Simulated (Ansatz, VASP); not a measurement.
One calculation of NaH, two programs

```
CELL_PARAMETERS angstrom
0.00000 2.35417 2.35417
2.35417 0.00000 2.35417
2.35417 2.35417 0.00000
ATOMIC_POSITIONS crystal
Na 0.00000 0.00000 0.00000
H 0.50000 0.50000 0.50000
```

Change from the starting cell: volume scaled by 0.96, crystal datasets.

Alike in both runs: task electric field gradients; functional PBEsol; k mesh 11 × 11 × 11; occupations fermi-dirac, width 0.02 eV; no spin polarisation.

|  | VASP | Ansatz |
| --- | --- | --- |
| version | VASP 6.6.1 | Ansatz 0.2.0 |
| potentials or method | VASP PAW PBE potentials, release 64 (Na_pv, H), cutoff 400 eV | all-electron PAW with datasets made for the crystal, scalar-relativistic |

```csv
,VASP,Ansatz,Ansatz less VASP
gap on the k mesh at the Fermi level (eV),3.90,3.90,+0.005
pressure (GPa),0.9,1.4,+0.49
```

VASP's potentials were made for PBE, not for PBEsol. Ansatz ran all-electron here, and VASP with PAW potentials.
